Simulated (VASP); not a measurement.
A run of VASP 6.6.1:

File POSCAR:

```
PtSe
1.0
    0.0000000000      2.7984111300      2.7984111300
    2.7984111300      0.0000000000      2.7984111300
    2.7984111300      2.7984111300      0.0000000000
Pt Se
1 1
Direct
    0.5000000000      0.5000000000      0.5000000000
    0.0000000000      0.0000000000      0.0000000000
```

The input INCAR.step1:

```
SYSTEM = PtSe
PREC = Accurate ; ENCUT = 520
EDIFF = 1E-5 ; ISMEAR = -1
SIGMA = 0.05 ; LREAL = .FALSE.
LASPH = .TRUE. ; NELM = 100
ALGO = Normal ; ISIF = 2
LWAVE = .TRUE. ; LCHARG = .FALSE.
NBANDS = 15 ; GGA = PE
```

Contents of INCAR.step2:

```
SYSTEM = PtSe
PREC = Accurate ; ENCUT = 520
EDIFF = 1E-7 ; ISMEAR = -1
SIGMA = 0.05 ; LREAL = .FALSE.
LASPH = .TRUE. ; NELM = 100
ALGO = Normal ; ISIF = 2
LWAVE = .FALSE. ; LCHARG = .FALSE.
GGA = PE ; LHFCALC = .TRUE.
AEXX = 0.25 ; HFSCREEN = 0.3
PRECFOCK = Normal ; NBANDS = 15
ISTART = 1
```

Contents of KPOINTS:

```
Automatic mesh
0
G
  4 4 4
  0 0 0
```

Potentials or basis: VASP PAW PBE potentials, release 64 (Pt, Se).

Run with:

```sh
$ cat potpaw_PBE.64/Pt/POTCAR potpaw_PBE.64/Se/POTCAR > POTCAR
$ cp INCAR.step1 INCAR
$ mpirun -np 1 vasp_std > vasp.out
$ cp INCAR.step2 INCAR
$ mpirun -np 1 vasp_std > vasp.out
```

Hardware: 1 thread of Intel Xeon 8259CL, with other jobs on the host.

Q: Estimate the wall time of this run.

A: Wall time 18 min on 1 thread of Intel Xeon 8259CL, with other jobs on the host, peak memory 0.28 GiB. Counts: k points 8.
